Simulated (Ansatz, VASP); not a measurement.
## Bi2Te2O: VASP beside Ansatz

```
Bi Te O
1.0
    -2.21106    2.21106    8.43271
     2.21106   -2.21106    8.43271
     2.21106    2.21106   -8.43271
Bi Te O
2 2 1
Cartesian
  0.0000 0.0000 14.7836
  0.0000 0.0000 2.0818
  0.0000 0.0000 11.1910
  0.0000 0.0000 5.6744
  0.0000 0.0000 0.0000
```

Change from the starting cell: species swapped into the Sc2BC2 type (I4/mmm, No. 139).

Alike in both runs: functional PBE; k mesh 4 × 4 × 4; occupations gaussian, width 0.15 eV; no spin polarisation.

Ansatz relaxed the structure, and its values are those at the end. VASP's run is a single point on that final structure, the one shown.

|  | VASP | Ansatz |
| --- | --- | --- |
| version | VASP 6.6.1 | Ansatz 0.2.0 |
| potentials or method | VASP PAW PBE potentials, release 64 (Bi_d, Te, O), cutoff 520 eV | scalar-relativistic, plane waves, PAW |
| valence electrons in the cell | 48 | 68 |

Ansatz gave:

| Item | Value |
| --- | --- |
| gap on the k mesh at the Fermi level (eV) | 0.37 |
| least direct gap on the mesh (eV) | 0.60 |
| pressure (GPa) | -0.1 |
| rms of the force components (eV/Å) | 0.014 |

What did VASP give for the same quantities?

gap on the k mesh at the Fermi level (eV): 0.37; least direct gap on the mesh (eV): 0.60; pressure (GPa): -0.1; rms of the force components (eV/Å): 0.009.

VASP's potentials hold 48 valence electrons a cell and Ansatz's 68, so a difference there can come from the potentials and not from the codes.

The k mesh is coarse, so the values compare programs but aren't converged. Spin-orbit coupling is off throughout.
